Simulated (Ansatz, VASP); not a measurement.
## One calculation of Cu, two programs

```
Cu
1.0
     3.92741    2.26749    1.39930
    -3.92741    2.26749    1.39930
     0.00000   -4.53498    1.39930
Cu
6
Direct
  0.43513 0.25000 0.06487
  0.06487 0.43513 0.25000
  0.25000 0.06487 0.43513
  0.56487 0.75000 0.93513
  0.93513 0.56487 0.75000
  0.75000 0.93513 0.56487
```

Alike in both runs: functional PBE; k mesh 12 × 12 × 12; occupations gaussian, width 0.1 eV; no spin polarisation.

Ansatz relaxed the structure, and its values are those at the end. VASP's run is a single point on that final structure, the one shown.

|  | VASP | Ansatz |
| --- | --- | --- |
| version | VASP 6.6.1 | Ansatz 0.2.0 |
| potentials or method | VASP PAW PBE potentials, release 64 (Cu), cutoff 520 eV | scalar-relativistic, plane waves, PAW |
| valence electrons in the cell | 66 | 114 |

```tsv
	VASP	Ansatz	Ansatz less VASP
gap on the k mesh at the Fermi level (eV)	none	none	-
pressure (GPa)	0.0	0.0	-0.02
```

A gap of «none» marks a metal or a gap that the smearing closes. VASP's potentials hold 66 valence electrons a cell and Ansatz's 114, so a difference there can come from the potentials and not from the codes.
